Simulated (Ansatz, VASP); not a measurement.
**One calculation of MoS2, two programs**

INCAR

```
SYSTEM = MoS2
ALGO = Normal
EDIFF = 1E-6
ENCUT = 520
GGA = PS
ISIF = 2
ISMEAR = -1
LASPH = .True.
LCHARG = .False.
LREAL = .False.
LWAVE = .False.
NBANDS = 35
NELM = 60
PREC = Accurate
SIGMA = 0.05
```

File KPOINTS:

```
k-points
0
Gamma
  10 10 1
  0 0 0
```

The input POSCAR:

```
MoS2
1.0
    3.1841260822      0.0000000000      0.0000000000
   -1.5920630411      2.7575340760      0.0000000000
    0.0000000000      0.0000000000     35.4372499633
S Mo
4 2
Direct
    0.3333333300      0.6666666600      0.2116417049
    0.3333333300      0.6666666600      0.2991950567
    0.3333333300      0.6666666600      0.7008049433
    0.3333333300      0.6666666600      0.7883582951
    0.0000000000      0.0000000000      0.2554183808
    0.0000000000      0.0000000000      0.7445816192
```

File input.yaml:

```yaml
crystal:
  lattice:
    - [3.1841260822, 0.0, 0.0]
    - [-1.5920630411, 2.757534076, 0.0]
    - [0.0, 0.0, 35.4372499633]
  atoms:
    - { symbol: S, position: [0.33333333, 0.66666666, 0.2116417049] }
    - { symbol: Mo, position: [0.0, 0.0, 0.2554183808] }
    - { symbol: S, position: [0.33333333, 0.66666666, 0.2991950567] }
    - { symbol: S, position: [0.33333333, 0.66666666, 0.7008049433] }
    - { symbol: Mo, position: [0.0, 0.0, 0.7445816192] }
    - { symbol: S, position: [0.33333333, 0.66666666, 0.7883582951] }
kpoints:
  mp_grid: { grid: [10, 10, 1] }
scf:
  occupations: { method: fermi_dirac, width: 0.05 }
hamiltonian:
  xc: pbesol
  pseudopotentials: { kind: all_electron, lapw: { basis_error: 0.002 } }
output:
  forces: true
  stress: true
  eigenvalues: true
```

Alike in both runs: task single point; functional PBEsol; k mesh 10 × 10 × 1; occupations fermi-dirac, width 0.05 eV; no spin polarisation.

|  | VASP | Ansatz |
| --- | --- | --- |
| version | VASP 6.6.1 | Ansatz 0.2.0 |
| potentials or method | VASP PAW PBE potentials, release 64 (S, Mo_sv), cutoff 520 eV | all-electron LAPW, scalar-relativistic |

```csv
,VASP,Ansatz,Ansatz less VASP
gap on the k mesh at the Fermi level (eV),1.74,1.73,-0.009
least direct gap on the mesh (eV),1.93,1.93,-0.003
rms of the force components (eV/Å),0.069,0.070,+0.0009
```

VASP's potentials were made for PBE, not for PBEsol. Ansatz ran all-electron here, and VASP with PAW potentials.
